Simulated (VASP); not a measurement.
Runs of VASP 6.6.1 on HgTe. The structure is that of space group P6_3mc (No. 186), or close to it. The cells are those of the table. 

| level | cell | gap on the mesh (eV) | pressure (GPa) | largest force (eV/Å) |
| --- | --- | --- | --- | --- |
| PBE | a = 4.745, b = 4.745, c = 7.787 Å, angles 90.0, 90.0, 120.0°, 4 atoms | none | -0.9 | - |
| r2SCAN | a = 4.596, b = 4.596, c = 7.547 Å, angles 90.0, 90.0, 120.0°, 4 atoms | none | 1.4 | 0.01 |
| PBE | a = 4.651, b = 4.651, c = 7.633 Å, angles 90.0, 90.0, 120.0°, 4 atoms | none | (b) | 0.01 |
| r2SCAN | a = 4.734, b = 4.734, c = 7.774 Å, angles 90.0, 90.0, 120.0°, 4 atoms | none | (a) | 0.01 |
| r2SCAN | a = 4.689, b = 4.689, c = 7.700 Å, angles 90.0, 90.0, 120.0°, 4 atoms | none | -1.0 | - |
| r2SCAN | a = 4.548, b = 4.548, c = 7.469 Å, angles 90.0, 90.0, 120.0°, 4 atoms | none | 2.9 | 0.01 |
| PBE | a = 4.643, b = 4.643, c = 7.625 Å, angles 90.0, 90.0, 120.0°, 4 atoms | none | 1.4 | - |
| PBE | a = 4.791, b = 4.791, c = 7.862 Å, angles 90.0, 90.0, 120.0°, 4 atoms | none | -1.7 | 0.01 |
| r2SCAN | a = 4.643, b = 4.643, c = 7.625 Å, angles 90.0, 90.0, 120.0°, 4 atoms | none | 0.1 | - |
| PBE | a = 4.603, b = 4.603, c = 7.554 Å, angles 90.0, 90.0, 120.0°, 4 atoms | none | 2.5 | 0.01 |
| PBE | a = 4.699, b = 4.699, c = 7.711 Å, angles 90.0, 90.0, 120.0°, 4 atoms | none | 0.0 | - |

Alike in all rows: task single point; potentials or basis VASP PAW PBE potentials, release 64 (Hg, Te); no spin polarisation; k mesh 6 × 6 × 4; cutoff (eV) 520; smearing fermi-dirac 0.02 eV.

Estimate the missing entries.

(a) -2.0; (b) 1.2.

Caveats: semilocal functionals underestimate gaps, so a narrow gap can read as zero; spin-orbit coupling is left out, which moves the levels of the heavy elements; the PAW data sets were made with another functional, which shifts forces and pressure a little (at least some runs).

A k mesh can miss the band edges, and the runs leave out spin-orbit coupling on Hg, Te.

A gap of «none» marks levels without a gap at the run's occupations.
